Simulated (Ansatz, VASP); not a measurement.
## BN in VASP and in Ansatz

```
CELL_PARAMETERS angstrom
2.50055 0.00000 0.00000
-1.25027 2.16554 0.00000
0.00000 0.00000 6.52643
ATOMIC_POSITIONS crystal
B 0.33333 0.66667 0.25000
B 0.66667 0.33333 0.75000
N 0.66667 0.33333 0.25000
N 0.33333 0.66667 0.75000
```

Alike in both runs: functional r2SCAN; dispersion rVV10; k mesh 12 × 12 × 4; no spin polarisation.

Ansatz relaxed the structure, and its values are those at the end. VASP's run is a single point on that final structure, the one shown.

```csv
,VASP,Ansatz
version,VASP 6.6.1,Ansatz 0.2.0
potentials or method,"VASP PAW PBE potentials, release 64 (B, N), cutoff 520 eV","scalar-relativistic, plane waves, PAW"
occupations,"gaussian, width 0.01 eV",fixed
valence electrons in the cell,16,16
```

VASP gave:

```
gap on the k mesh at the Fermi level (eV) : 4.80
least direct gap on the mesh (eV)         : 5.21
pressure (GPa)                            : 0.4
```

**Question.** What did Ansatz give for the same quantities?

**Answer.** gap on the k mesh at the Fermi level (eV): 4.77; least direct gap on the mesh (eV): 5.18; pressure (GPa): 0.0.

VASP's potentials were made for PBE, not for r2SCAN.
